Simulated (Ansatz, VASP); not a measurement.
## BP: VASP beside Ansatz

Contents of POSCAR:

```
BP
1.0
    0.0000000000      2.2683155811      2.2683155811
    2.2683155811      0.0000000000      2.2683155811
    2.2683155811      2.2683155811      0.0000000000
B P
1 1
Direct
    0.0000000000      0.0000000000      0.0000000000
    0.2500000000      0.2500000000      0.2500000000
```

INCAR.step1

```
SYSTEM = BP
PREC = Accurate ; ENCUT = 520
EDIFF = 1E-5 ; ISMEAR = 0
SIGMA = 0.01 ; LREAL = .False.
LASPH = .True. ; NELM = 60
ALGO = Normal ; ISIF = 2
LWAVE = .True. ; LCHARG = .False.
NBANDS = 11 ; GGA = PE
```

The input INCAR.step2:

```
SYSTEM = BP
PREC = Accurate ; ENCUT = 520
EDIFF = 1E-6 ; ISMEAR = 0
SIGMA = 0.01 ; LREAL = .False.
LASPH = .True. ; NELM = 60
ALGO = Normal ; ISIF = 2
LWAVE = .False. ; LCHARG = .False.
GGA = PE ; LHFCALC = .True.
AEXX = 1.0 ; ALDAC = 0.0
AGGAC = 0.0 ; PRECFOCK = Normal
NBANDS = 11 ; ISTART = 1
```

File KPOINTS:

```
Automatic mesh
0
Gamma
  6 6 6
  0 0 0
```

Input for Ansatz:

```yaml
crystal:
  lattice:
    - [0.0, 2.2683155811, 2.2683155811]
    - [2.2683155811, 0.0, 2.2683155811]
    - [2.2683155811, 2.2683155811, 0.0]
  atoms:
    - { symbol: B, position: [0.0, 0.0, 0.0] }
    - { symbol: P, position: [0.25, 0.25, 0.25] }
kpoints:
  mp_grid: { grid: [6, 6, 6] }
  band_path:
    path:
      - [0.0, 0.0, 0.0]
      - [-0.5, -0.5, 0.0]
      - [-0.375, -0.375, 0.25]
      - [-0.375, 0.0, 0.375]
      - [0.0, 0.0, 0.5]
      - [-0.5, -0.25, 0.25]
      - [0.0, 0.4, 0.4]
    npoints: 1
hamiltonian:
  xc: hf
scf:
  occupations: { method: fixed }
  n_extra_bands: 4
output:
  forces: true
  stress: true
  eigenvalues: true
```

Alike in both runs: task single point; functional HF; k mesh 6 × 6 × 6; no spin polarisation.

|  | VASP | Ansatz |
| --- | --- | --- |
| version | VASP 6.6.1 | Ansatz 0.2.0 |
| potentials or method | VASP PAW PBE potentials, release 64 (B, P) | plane waves, PAW |
| plane-wave cutoff (eV) | 520 | 420 |
| occupations | gaussian, width 0.01 eV | fixed |
| valence electrons in the cell | 8 | 8 |

|  | VASP | Ansatz | Ansatz less VASP |
| --- | --- | --- | --- |
| gap on the k mesh at the Fermi level (eV) | 8.09 | 7.99 | -0.103 |
| pressure (GPa) | 3.9 | 5.8 | +1.90 |

VASP's potentials were made for PBE, not for HF. Ansatz's warnings: stress exchange threshold loose, stress scf threshold loose.
